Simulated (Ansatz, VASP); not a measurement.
## MoS2: VASP beside Ansatz

```xyz
3
Lattice="3.2275 0.0000 0.0000 -1.6137 2.7951 0.0000 0.0000 0.0000 6.3125" Properties=species:S:1:pos:R:3 pbc="T T T"
Mo    0.0000    0.0000    3.1562
S     0.0000    1.8634    1.6117
S     1.6137    0.9317    4.7008
```

Alike in both runs: task single point; functional PBEsol; k mesh 11 × 11 × 5; occupations fermi-dirac, width 0.1 eV; no spin polarisation.

|  | VASP | Ansatz |
| --- | --- | --- |
| version | VASP 6.6.1 | Ansatz 0.2.0 |
| potentials or method | VASP PAW PBE potentials, release 64 (Mo_sv, S) | plane waves, PAW |
| plane-wave cutoff (eV) | 520 | 420 |
| valence electrons in the cell | 26 | 26 |

```csv
,VASP,Ansatz,Ansatz less VASP
gap on the k mesh at the Fermi level (eV),none,none,-
pressure (GPa),-3.3,-3.3,0.00
"traceless stress, the component that is largest in VASP (GPa)",2.42,2.41,-0.018
rms of the force components (eV/Å),0.010,0.007,-0.0028
```

VASP's potentials were made for PBE, not for PBEsol. Atom by atom the forces differ by 0.003 eV/Å (rms over components). A gap of «none» marks a metal or a gap that the smearing closes. With one functional, cell and mesh, what is left measures potentials, basis and numerics.
